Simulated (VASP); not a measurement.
# Nb (I4/mmm) in VASP: a series of runs

The runs below take Nb through single point, with PBE.

All numbers are computed with VASP 6.6.1; they aren't measurements. Logs are shortened: lines on timing, memory, paths and dates and some standing lists are left out, and cuts for length are marked.

### 1 The cell of the first run

Symmetry: I4/mmm, No. 139, tetragonal system. The conventional cell has a = 3.328 Å, b = 3.328 Å, c = 3.128 Å, α = 90.00°, β = 90.00°, γ = 90.00°. Nb (site symmetry 4/mmm) has 14 Nb at 2.83 to 3.33 Å within 3.7 Å.

### 2 Single point, PBE (strain -0.0600 x Voigt [0, 1, 0, 0, 0, 0])

INCAR reads:

```
ALGO     = Fast           # electronic algorithm
EDIFF    = 1E-7           # SCF threshold, eV
ENCUT    = 520            # plane-wave cutoff, eV
GGA      = PE             # functional
ISIF     = 2              # what is computed and relaxed
ISMEAR   = 0              # smearing method
LASPH    = True           # aspherical terms in the spheres
LCHARG   = True           # write CHGCAR
LELF     = True           # ELF
LREAL    = False          # projectors in reciprocal space
LVHAR    = True         
LWAVE    = False          # write WAVECAR
NBANDS   = 12             # bands
NELM     = 100            # most SCF steps
PREC     = Accurate       # precision mode
SIGMA    = 0.15           # smearing width, eV
```

KPOINTS reads:

```
k-points
0
Gamma
  20 20 20
```

POSCAR reads:

```
Nb
1.0
   -1.6639500000      1.5641130000      1.6639500000
    1.6639500000     -1.5641130000      1.6639500000
    1.6639500000      1.5641130000     -1.6639500000
Nb
1
Direct
    0.0000000000      0.0000000000      0.0000000000
```

Potentials or basis: VASP PAW PBE potentials, release 64 (Nb_sv).

Command:

```bash
> cat potpaw_PBE.64/Nb_sv/POTCAR > POTCAR
> mpirun -np 1 vasp_std > vasp.out
```

OUTCAR:

```text
EDIFF = 1E-7
   ENCUT = 520
   GGA = PE
   ISIF = 2
   ISMEAR = 0
   LASPH = True
   LREAL = False
   NELM = 100
   PREC = Accurate

 ion  position               nearest neighbor table
   1  0.000  0.000  0.000-

  LATTYP: Found a body centered tetragonal cell.
 ALAT       =     3.3279000000
 C/A-ratio  =     0.9400000000

  Lattice vectors:

 A1 = (  -1.6639500000,  -1.5641130000,   1.6639500000)
 A2 = (   1.6639500000,  -1.5641130000,  -1.6639500000)
 A3 = (   1.6639500000,   1.5641130000,   1.6639500000)

Analysis of symmetry for initial positions (statically):
=====================================================================
 Subroutine PRICEL returns:
 Original cell was already a primitive cell.

 Routine SETGRP: Setting up the symmetry group for a
 body centered tetragonal supercell.

 Subroutine GETGRP returns: Found 16 space group operations
 (whereof 16 operations were pure point group operations)
 out of a pool of 16 trial point group operations.

The static configuration has the point symmetry D_4h.

Analysis of symmetry for dynamics (positions and initial velocities):
=====================================================================
 Subroutine PRICEL returns:
 Original cell was already a primitive cell.

 Routine SETGRP: Setting up the symmetry group for a
 body centered tetragonal supercell.

 Subroutine GETGRP returns: Found 16 space group operations
 (whereof 16 operations were pure point group operations)
 out of a pool of 16 trial point group operations.

The dynamic configuration has the point symmetry D_4h.

 Subroutine INISYM returns: Found 16 space group operations
 (whereof 16 operations are pure point group operations),
 and found     1 'primitive' translations

----------------------------------------------------------------------------------------

                                     Primitive cell

  volume of cell :      17.3224

  direct lattice vectors                    reciprocal lattice vectors
    -1.663950000  1.564113000  1.663950000     0.000000000  0.319669998  0.300489798
     1.663950000 -1.564113000  1.663950000     0.300489798  0.000000000  0.300489798
     1.663950000  1.564113000 -1.663950000     0.300489798  0.319669998  0.000000000

  length of vectors
     2.825581123  2.825581123  2.825581123     0.438728876  0.424956748  0.438728876

  position of ions in fractional coordinates (direct lattice)
     0.000000000  0.000000000  0.000000000

  ion indices of the primitive-cell ions
   primitive index   ion index
                 1           1

----------------------------------------------------------------------------------------

 KPOINTS: k-points

Automatic generation of k-mesh.
 Grid dimensions read from file:
 generate k-points for:   20   20   20

 Generating k-lattice:

  Cartesian coordinates                     Fractional coordinates (reciprocal lattice)
     0.000000000  0.015983500  0.015024490     0.050000000  0.000000000  0.000000000
     0.015024490  0.000000000  0.015024490     0.000000000  0.050000000  0.000000000
     0.015024490  0.015983500  0.000000000     0.000000000  0.000000000  0.050000000

  Length of vectors
     0.021936444  0.021247837  0.021936444

  Shift w.r.t. Gamma in fractional coordinates (k-lattice)
     0.000000000  0.000000000  0.000000000

 Subroutine IBZKPT returns following result:
 ===========================================

 Found    641 irreducible k-points:

 Following reciprocal coordinates:
            Coordinates               Weight
  0.000000  0.000000  0.000000      1.000000
  0.050000  0.000000  0.000000      8.000000
  0.100000  0.000000  0.000000      8.000000
  0.150000  0.000000 -0.000000      8.000000
  0.200000  0.000000  0.000000      8.000000
  0.250000  0.000000  0.000000      8.000000
[... 16 lines left out ...]
 -0.450000  0.050000  0.000000     16.000000
 -0.400000  0.050000  0.000000     16.000000
 [... further k-points ...]
   k-points           NKPTS =    641   k-points in BZ     NKDIM =    641   number of bands    NBANDS=     12
   number of dos      NEDOS =    301   number of ions     NIONS =      1
   total plane-waves  NPLWV =  13824
   dimension x,y,z NGX =    24 NGY =   24 NGZ =   24
   dimension x,y,z NGXF=    48 NGYF=   48 NGZF=   48
   ions per type =               1
   NGX,Y,Z   is equivalent  to a cutoff of  14.12, 14.12, 14.12 a.u.
   NGXF,Y,Z  is equivalent  to a cutoff of  28.24, 28.24, 28.24 a.u.
 SYSTEM =  unknown system
   PREC   = accura    normal or accurate (medium, high low for compatibility)
   ISTART =      0    job   : 0-new  1-cont  2-samecut
   ICHARG =      2    charge: 1-file 2-atom 10-const
   ISPIN  =      1    spin polarized calculation?
   LNONCOLLINEAR =      F non collinear calculations
   LSORBIT =      F    spin-orbit coupling
   LASPH  =      T    aspherical Exc in radial PAW
   ENCUT  =  520.0 eV  38.22 Ry    6.18 a.u.   5.25  5.25  5.25*2*pi/ulx,y,z
   NELM   =    100;   NELMIN=  2; NELMDL= -5     # of ELM steps
   EDIFF  = 0.1E-06   stopping-criterion for ELM
   LREAL  =      F    real-space projection
   EDIFFG = 0.1E-05   stopping-criterion for IOM
   NSW    =      0    number of steps for IOM
   IBRION =     -1    ionic relax: 0-MD 1-quasi-New 2-CG
   NFREE  =      0    steps in history (QN), initial steepest desc. (CG)
   ISIF   =      2    stress and relaxation
   ISYM   =      2    0-nonsym 1-usesym 2-fastsym
   POTIM  = 0.5000    time-step for ionic-motion
   TEBEG  =    0.0;   TEEND  =   0.0 temperature during run
   PSTRESS=    0.0 pullay stress
   NELECT =      13.0000    total number of electrons
   NUPDOWN=      -1.0000    fix difference up-down
   EMIN   =  10.00;   EMAX   =-10.00  energy-range for DOS
   EFERMI =   0.00;   METHOD = LEGACY
   ISMEAR =     0;   SIGMA  =   0.15  broadening in eV -4-tet -1-fermi 0-gaus
   EFERMI_NEDOS =   21; number of points for ismear=-14 and -15
   IALGO  =     68    algorithm
   IMIX   =      4    mixing-type and parameters
     AMIX     =   0.40;   BMIX     =  1.00
     AMIX_MAG =   1.60;   BMIX_MAG =  1.00
  volume/ion in A,a.u.               =      17.32       116.90
  Fermi-wavevector in a.u.,A,eV,Ry     =   1.487715  2.811374 30.113717  2.213296
  Thomas-Fermi vector in A             =   2.600841
   LORBIT       =      0    0 simple, 1 ext, 2 COOP (PROOUT), +10 PAW based schemes
   GGA     = PE    functional components
   LHFCALC =     F    Hartree Fock is set to
   AEXX    =    0.0000 exact exchange contribution
   IVDW    =     0    specifies the selected vdW correction
   LEPSILON=     F    determine dielectric tensor
   LRPA    =     F    only Hartree local field effects (RPA)
 non-spin polarized calculation
 RMM-DIIS sequential band-by-band and
 Gauss-broadening in eV      SIGMA  =   0.15
  energy-cutoff  :      520.00
  volume of cell :       17.32
 maximum number of plane-waves:       476
 NGX is ok and might be reduce to    24
   NGX = 11   NGY = 11   NGZ = 11

 number of electron      13.0000000 magnetization

 Free energy of the ion-electron system (eV)
  ---------------------------------------------------
  ext. energy  EPLUGINS =         0.00000000
  ---------------------------------------------------
  free energy    TOTEN  =       -10.18976313 eV

  energy without entropy =      -10.17347392  energy(sigma->0) =      -10.18161852

 E-fermi :  11.7522     XC(G=0): -12.7017

 val. band max:       11.7506753374   @ k =   0.4000   0.2500   0.0000
 cond. band min:      11.7541979817   @ k =  -0.4500   0.5000   0.2000
 fundamental gap:      0.0035226443
 Fermi energy:        11.7522062618

 k-point     1 :       0.0000    0.0000    0.0000
  band No.  band energies     occupation
      1     -42.5841      2.00000
      2     -17.7932      2.00000
      3     -17.7932      2.00000
      4     -17.7883      2.00000
      5       5.7211      2.00000
      6      11.6251      1.76923
      7      12.3750      0.00000
      8      12.3750      0.00000
      9      14.5766      0.00000
     10      15.6051      0.00000
     11      25.7222      0.00000
     12      25.7223      0.00000

 k-point     2 :       0.0500    0.0000    0.0000
  band No.  band energies     occupation
      1     -42.5770      2.00000
      2     -17.8314      2.00000
      3     -17.8058      2.00000
      4     -17.7921      2.00000
      5       5.8327      2.00000
      6      11.6417      1.70265
      7      12.3489      0.00000
      8      12.3879      0.00000
      9      14.5672      0.00000
     10      15.5127      0.00000
     11      25.9184      0.00000
     12      25.9202      0.00000

 k-point     3 :       0.1000    0.0000    0.0000
  band No.  band energies     occupation
      1     -42.5566      2.00000
      2     -17.9486      2.00000
      3     -17.8425      2.00000
      4     -17.7960      2.00000
      5       6.1550      2.00000
      6      11.5879      1.87866
      7      12.2509      0.00000
      8      12.5429      0.00000
      9      14.5503      0.00000
     10      15.3153      0.00000
     11      26.3784      0.00000
     12      26.4972      0.00000
[... 286 lines left out ...]
 k-point    23 :      -0.4500    0.0500    0.0000
  band No.  band energies     occupation
      1     -42.3031      2.00000
      2     -19.2370      2.00000
      3     -18.2720      2.00000
      4     -17.8601      2.00000
      5       7.9814      2.00000
      6       9.8400      2.00000
      7      13.5153      0.00000
      8      15.2419      0.00000
      9      16.3442      0.00000
     10      17.9440      0.00000
     11      23.9445      0.00000
     12      25.0742      0.00000

 k-point    24 :      -0.4000    0.0500    0.0000
  band No.  band energies     occupation
      1     -42.3301      2.00000
      2     -19.1113      2.00000
      3     -18.2254      2.00000
      4     -17.8561      2.00000
      5       8.0974      2.00000
      6      10.0026      2.00000
      7      12.8032      0.00000
      8      15.0869      0.00000
      9      16.1220      0.00000
     10      17.0555      0.00000
     11      24.5486      0.00000
     12      26.0143      0.00000

 [... further k-points ...]

------------------------ aborting loop because EDIFF is reached ----------------------------------------

  FORCE on cell =-STRESS in cart. coord.  units (eV):
  Direction    XX          YY          ZZ          XY          YZ          ZX
  --------------------------------------------------------------------------------------
  -------------------------------------------------------------------------------------
  Total        0.6681934      1.3636158      0.6681934      0.0000000      0.0000000      0.0000000
  in kB       61.8022238    126.1229021     61.8022238      0.0000000      0.0000000      0.0000000
  external PRESSURE =      83.2424499 kB  Pullay stress =       0.0000000 kB

 VOLUME and BASIS-vectors are now :
 -----------------------------------------------------------------------------
  energy-cutoff  :      520.00
  volume of cell :       17.32
      direct lattice vectors                 reciprocal lattice vectors
    -1.663950000  1.564113000  1.663950000     0.000000000  0.319669998  0.300489798
     1.663950000 -1.564113000  1.663950000     0.300489798  0.000000000  0.300489798
     1.663950000  1.564113000 -1.663950000     0.300489798  0.319669998  0.000000000

 POSITION                                       TOTAL-FORCE (eV/Angst)
 -----------------------------------------------------------------------------------
      0.00000      0.00000      0.00000        -0.000000      0.000000      0.000000
 -----------------------------------------------------------------------------------
    total drift:                               -0.000000     -0.000000     -0.000000

  FREE ENERGIE OF THE ION-ELECTRON SYSTEM (eV)
  ---------------------------------------------------
  free  energy   TOTEN  =       -10.1897631280 eV

  energy  without entropy=      -10.1734739214  energy(sigma->0) =      -10.18161852
```

Run time: 2.2 min. Hardware: 1 thread of Intel Xeon Platinum 8488C (Sapphire Rapids), shared host; peak memory 0.24 GiB.

What came out:

```yaml
Free_energy: -10.1898 eV
Pressure: 8.3 GPa
Band_gap_on_the_k_mesh: zero (an odd number of electrons rules out a gap without spin polarisation)
```

Caveat: the cell differs from its parent crystal (strain -0.0600 x Voigt [0, 1, 0, 0, 0, 0]); the cell stands under pressure.

### 3 Single point, PBE (strain -0.0450 x Voigt [0, 1, 0, 0, 0, 0])

INCAR reads:

```
SYSTEM = Nb
PREC = Accurate
ENCUT = 520
EDIFF = 1E-6
ISMEAR = 0
SIGMA = 0.15
LREAL = .FALSE.
LASPH = .TRUE.
NELM = 60
ALGO = Fast
ISIF = 2
LWAVE = .FALSE.
LCHARG = .FALSE.
GGA = PE
NBANDS = 12
```

KPOINTS reads:

```
Automatic mesh
0
G
  20 20 20
  0 0 0
```

POSCAR reads:

```
Nb
1.0
   -1.6639500000      1.5890722500      1.6639500000
    1.6639500000     -1.5890722500      1.6639500000
    1.6639500000      1.5890722500     -1.6639500000
Nb
1
Direct
    0.0000000000      0.0000000000      0.0000000000
```

Potentials or basis: VASP PAW PBE potentials, release 64 (Nb_sv).

Command:

```bash
> cat potpaw_PBE.64/Nb_sv/POTCAR > POTCAR
> mpirun -np 1 vasp_std > vasp.out
```

OUTCAR:

```text
SYSTEM = Nb
   PREC = Accurate
   ENCUT = 520
   EDIFF = 1E-6
   ISMEAR = 0
   LREAL = .FALSE.
   LASPH = .TRUE.
   NELM = 60
   ISIF = 2
   GGA = PE

 ion  position               nearest neighbor table
   1  0.000  0.000  0.000-

  LATTYP: Found a body centered tetragonal cell.
 ALAT       =     3.3279000000
 C/A-ratio  =     0.9550000000

  Lattice vectors:

 A1 = (  -1.6639500000,  -1.5890722500,   1.6639500000)
 A2 = (   1.6639500000,  -1.5890722500,  -1.6639500000)
 A3 = (   1.6639500000,   1.5890722500,   1.6639500000)

[... 540 lines left out ...]

 [... further k-points ...]

------------------------ aborting loop because EDIFF is reached ----------------------------------------

  FORCE on cell =-STRESS in cart. coord.  units (eV):
  Direction    XX          YY          ZZ          XY          YZ          ZX
  --------------------------------------------------------------------------------------
  -------------------------------------------------------------------------------------
  Total        0.3979129      0.9191835      0.3979129      0.0000000      0.0000000      0.0000000
  in kB       36.2255068     83.6813390     36.2255068      0.0000000      0.0000000      0.0000000
  external PRESSURE =      52.0441175 kB  Pullay stress =       0.0000000 kB

 VOLUME and BASIS-vectors are now :
 -----------------------------------------------------------------------------
  energy-cutoff  :      520.00
  volume of cell :       17.60
      direct lattice vectors                 reciprocal lattice vectors
    -1.663950000  1.589072250  1.663950000     0.000000000  0.314649004  0.300489798
     1.663950000 -1.589072250  1.663950000     0.300489798  0.000000000  0.300489798
     1.663950000  1.589072250 -1.663950000     0.300489798  0.314649004  0.000000000

 POSITION                                       TOTAL-FORCE (eV/Angst)
 -----------------------------------------------------------------------------------
      0.00000      0.00000      0.00000         0.000000      0.000000     -0.000000
 -----------------------------------------------------------------------------------
    total drift:                                0.000000      0.000000     -0.000000

  FREE ENERGIE OF THE ION-ELECTRON SYSTEM (eV)
  ---------------------------------------------------
  free  energy   TOTEN  =       -10.2079695255 eV

  energy  without entropy=      -10.1912008998  energy(sigma->0) =      -10.19958521
```

OSZICAR:

```text
N       E                     dE             d eps       ncg     rms          rms(c)
DAV:   1     0.117445102689E+03    0.11745E+03   -0.72766E+03 15440   0.108E+03
DAV:   2    -0.581889724133E+01   -0.12326E+03   -0.11882E+03 16504   0.391E+02
DAV:   3    -0.103107551260E+02   -0.44919E+01   -0.42739E+01 22008   0.656E+01
[... 13 lines left out ...]
RMM:  17    -0.102079632966E+02   -0.48849E-05   -0.43499E-05 18961   0.323E-02    0.435E-02
RMM:  18    -0.102079644565E+02   -0.11599E-05   -0.27611E-05 16719   0.270E-02    0.332E-02
RMM:  19    -0.102079655338E+02   -0.10772E-05   -0.21949E-05 20700   0.511E-02    0.488E-03
RMM:  20    -0.102079686154E+02   -0.30816E-05   -0.11945E-05 18223   0.378E-02    0.129E-02
RMM:  21    -0.102079695255E+02   -0.91007E-06   -0.50309E-06 13502   0.198E-02
   1 F= -.10207970E+02 E0= -.10199585E+02  d E =-.167686E-01
```

stdout:

```text
POSCAR found type information on POSCAR Nb
 POSCAR found :  1 types and       1 ions
 scaLAPACK will be used
 LDA part: xc-table for (Slater+PW92), standard interpolation
 POSCAR, INCAR and KPOINTS ok, starting setup
 FFT: planning ... GRIDC
 FFT: planning ... GRID_SOFT
 FFT: planning ... GRID
 WAVECAR not read
 entering main loop
WARNING in EDDRMM: call to ZHEGV failed, returncode =   6  3     10
WARNING in EDDRMM: call to ZHEGV failed, returncode =   8  4      9
```

Run time: 1.8 min. Hardware: 1 thread of Intel Xeon Platinum 8488C (Sapphire Rapids), shared host; peak memory 0.24 GiB.

Results:

* Free energy: -10.2080 eV
* Pressure: 5.2 GPa
* Band gap on the k mesh: zero (an odd number of electrons rules out a gap without spin polarisation)

Levels at points of the mesh, in eV from the Fermi level:
```
           k point  band 4  band 5  band 6  band 7  band 8  band 9
(0.00, 0.00, 0.00)  -29.59   -6.00    0.01    0.55    0.55    2.94
(0.50, 0.00, 0.00)  -29.63   -3.85   -1.91    2.52    3.45    4.37
(0.00, 0.50, 0.00)  -29.57   -3.79   -1.34    2.16    2.91    3.86
(0.50, 0.50, 0.50)  -30.50   -3.93   -3.81    5.70    5.70    5.88
```

Caveat: the cell differs from its parent crystal (strain -0.0450 x Voigt [0, 1, 0, 0, 0, 0]); the cell stands under pressure.
